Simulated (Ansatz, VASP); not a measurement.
Two plane-wave programs on TiN

```
CELL_PARAMETERS angstrom
0.00000 2.12278 2.12278
2.12278 0.00000 2.12278
2.12278 2.12278 0.00000
ATOMIC_POSITIONS crystal
Ti 0.00000 0.00000 0.00000
N 0.50000 0.50000 0.50000
```

Alike in both runs: task single point; functional PBEsol; k mesh 18 × 18 × 18; occupations gaussian, width 0.1 eV; no spin polarisation.

|  | VASP | Ansatz |
| --- | --- | --- |
| version | VASP 6.6.1 | Ansatz 0.2.0 |
| potentials or method | VASP PAW PBE potentials, release 64 (Ti_sv, N), cutoff 600 eV | scalar-relativistic, plane waves, PAW |
| valence electrons in the cell | 17 | 17 |

Ansatz gave:

| Property | Result |
| --- | --- |
| gap on the k mesh at the Fermi level (eV) | none |
| pressure (GPa) | -8.3 |

Question: What did VASP give for the same quantities?

Answer: gap on the k mesh at the Fermi level (eV): none; pressure (GPa): -8.0.

VASP's potentials were made for PBE, not for PBEsol. A gap of «none» marks a metal or a gap that the smearing closes.
